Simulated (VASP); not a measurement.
Input of a VASP 6.6.1 run:

INCAR

```
PREC = Accurate
ENCUT = 520
EDIFF = 1E-6
ISMEAR = -1
SIGMA = 0.05
LREAL = F
LASPH = T
NELM = 60
ALGO = Normal
ISIF = 2
LWAVE = F
LCHARG = F
GGA = PS
NBANDS = 64
```

The input KPOINTS:

```
Automatic mesh
0
Gamma
  3 6 2
```

File POSCAR:

```
Te2Mo
1.0
    6.0599335819      0.0000000000     -0.1356955483
    0.0000000000      3.2745197983      0.0000000000
   -1.2028214919      0.0000000000     12.1337196790
Te Mo
8 4
Direct
    0.9635220343      0.7500000000      0.6165139594
    0.0364779657      0.2500000000      0.3834860406
    0.8960956162      0.2500000000      0.8322558848
    0.1039043838      0.7500000000      0.1677441152
    0.3984642453      0.7500000000      0.8836148032
    0.6015357547      0.2500000000      0.1163851968
    0.4553579198      0.2500000000      0.6668016974
    0.5446420802      0.7500000000      0.3331983026
    0.8122662291      0.7500000000      0.9902698217
    0.1877337709      0.2500000000      0.0097301783
    0.6836702963      0.2500000000      0.4950868650
    0.3163297037      0.7500000000      0.5049131350
```

Potentials or basis: VASP PAW PBE potentials, release 64 (Te, Mo_sv).

Command:

```bash
$ cat potpaw_PBE.64/Te/POTCAR potpaw_PBE.64/Mo_sv/POTCAR > POTCAR
$ mpirun -np 1 vasp_std > vasp.out
```

(1) Estimate the pressure.

(2) What does it give for the band gap on the k mesh?

(3) Predict the largest force.

## Answers

(1) 20.2 GPa.

(2) zero (band 52 reaches 12.34 eV, above the bottom of band 53 at 11.65 eV).

(3) 0.028 eV/Å.

Caveat: the PAW data sets were made with another functional, which shifts forces and pressure a little; spin-orbit coupling is left out, which moves the levels of the heavy elements.
